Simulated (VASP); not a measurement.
Here is a VASP 6.6.1 calculation.

Contents of POSCAR:

```
LaAgS2
1.0
    4.2464883002      0.0000000000      0.0000000000
    0.0000000000      4.2464883002      0.0000000000
    0.0000000000      0.0000000000      5.6048983260
Ag S La
1 2 1
Direct
    0.0000000000      0.0000000000      0.0000000000
    0.0000000000      0.0000000000      0.5000000000
    0.5000000000      0.5000000000      0.0000000000
    0.5000000000      0.5000000000      0.5000000000
```

INCAR.step1

```
PREC = Accurate
ENCUT = 520
ISMEAR = -1
SIGMA = 0.02
LREAL = F
LASPH = T
NELM = 100
NBANDS = 25
GGA = PE
ALGO = Normal
EDIFF = 1E-4
LWAVE = T
LCHARG = F
```

The input INCAR.step2:

```
PREC = Accurate
ENCUT = 520
EDIFF = 1E-6
ISMEAR = -1
SIGMA = 0.02
LREAL = F
LASPH = T
NELM = 100
ALGO = Normal
ISIF = 2
LWAVE = F
LCHARG = T
METAGGA = R2SCAN
LMIXTAU = T
LELF = T
LVHAR = T
NBANDS = 25
ISTART = 1
```

KPOINTS

```
Automatic mesh
0
Gamma
  6 6 6
```

Potentials or basis: VASP PAW PBE potentials, release 64 (Ag, S, La).

Run with:

```sh
$ cat potpaw_PBE.64/Ag/POTCAR potpaw_PBE.64/S/POTCAR potpaw_PBE.64/La/POTCAR > POTCAR
$ cp INCAR.step1 INCAR
$ mpirun -np 1 vasp_std > vasp.out
$ cp INCAR.step2 INCAR
$ mpirun -np 1 vasp_std > vasp.out
```

(1) Predict the band gap on the k mesh.

(2) Predict the pressure.

## Answers

(1) 0.11 eV, indirect (least direct gap 1.44 eV).

(2) -3.2 GPa.

Caveat: the cell differs from its parent crystal (biaxial xy strain +2.8%); the PAW data sets were made with another functional, which shifts forces and pressure a little; spin-orbit coupling is left out, which moves the levels of the heavy elements.
